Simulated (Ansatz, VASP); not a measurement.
# Cu: VASP beside Ansatz

Contents of INCAR:

```
  PREC = Accurate
  ENCUT = 820
  EDIFF = 1E-6
  ISMEAR = 0
  SIGMA = 0.1
  LREAL = False
  LASPH = True
  NELM = 120
  ALGO = Normal
  ISIF = 2
  LWAVE = False
  LCHARG = True
  GGA = PE
  LELF = True
  LVHAR = True
  NBANDS = 16
  GGA_COMPAT = False
```

KPOINTS

```
regular mesh
0
Gamma
  2 6 1
```

The input POSCAR:

```
Cu
1.0
   11.5702539529      0.0000000000      0.0000000000
    0.0000000000      2.2382121000      0.0000000000
   -4.5956239420      0.0000000000     21.7433883473
Cu
1
Direct
    0.5000000000      0.5000000000      0.5000000000
```

Input for Ansatz:

```yaml
crystal:
  lattice:
    - [11.5702539529, 0.0, 0.0]
    - [0.0, 2.2382121, 0.0]
    - [-4.595623942, 0.0, 21.7433883473]
  atoms:
    - { symbol: Cu, position: [0.5, 0.5, 0.5] }
basis:
  ecutwfc: 420
kpoints:
  mp_grid: { grid: [2, 6, 1] }
hamiltonian:
  xc: pbe
scf:
  occupations: { method: gaussian, width: 0.1 }
output:
  forces: true
  stress: true
  eigenvalues: true
```

Alike in both runs: task single point; functional PBE; k mesh 2 × 6 × 1; occupations gaussian, width 0.1 eV; no spin polarisation.

|  | VASP | Ansatz |
| --- | --- | --- |
| version | VASP 6.6.1 | Ansatz 0.2.0 |
| potentials or method | VASP PAW PBE potentials, release 64 (Cu_sv_GW), cutoff 820 eV | scalar-relativistic, plane waves, PAW |
| valence electrons in the cell | 19 | 19 |

```csv
,VASP,Ansatz,Ansatz less VASP
pressure (GPa),0.1,0.1,+0.03
"traceless stress, the component that is largest in VASP (GPa)",0.17,0.17,-0.004
```

The k mesh is coarse, so the values compare programs but aren't converged.
